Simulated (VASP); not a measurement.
Crystal: HgSe.

```
Hg Se
1.0
     0.00000    3.03900    3.03900
     3.03900    0.00000    3.03900
     3.03900    3.03900    0.00000
Hg Se
1 1
Cartesian
  0.0000 0.0000 0.0000
  4.5585 4.5585 4.5585
```

* Program: VASP 6.6.1
* Task: relaxation of cell and atoms
* Functional: PBE
* Dispersion: D4
* Potentials or basis: VASP PAW PBE potentials, release 64 (Hg, Se)
* Cutoff: 500 eV
* k mesh: 8 × 8 × 8
* Occupations: fermi-dirac, width 0.05 eV
* Spin: no spin polarisation

At the start: pressure 2.9 GPa; volume 28.07 Å³/atom.

Question: Where does the relaxation end?

Answer: Over 3 steps the energy falls by 12.5 meV/atom and the volume is 29.55 Å³/atom (+5.3 %); space group F-43m (No. 216, to 0.05 Å).

The path:
| step | energy change (eV) | largest force (eV/Å) | pressure (GPa) | volume (Å³) |
| --- | --- | --- | --- | --- |
| 1 | 0.0000 | 0.0000 | 2.85 | 56.13 |
| 2 | -0.0216 | 0.0000 | -0.91 | 60.29 |
| 3 | -0.0250 | 0.0000 | 0.01 | 59.09 |

Final structure:
```
CELL_PARAMETERS angstrom
0.00000 3.09153 3.09153
3.09153 0.00000 3.09153
3.09153 3.09153 0.00000
ATOMIC_POSITIONS crystal
Hg 0.00000 0.00000 0.00000
Se 0.75000 0.75000 0.75000
```

Caveat: pairwise dispersion overbinds metals, which lowers pressure and volume.
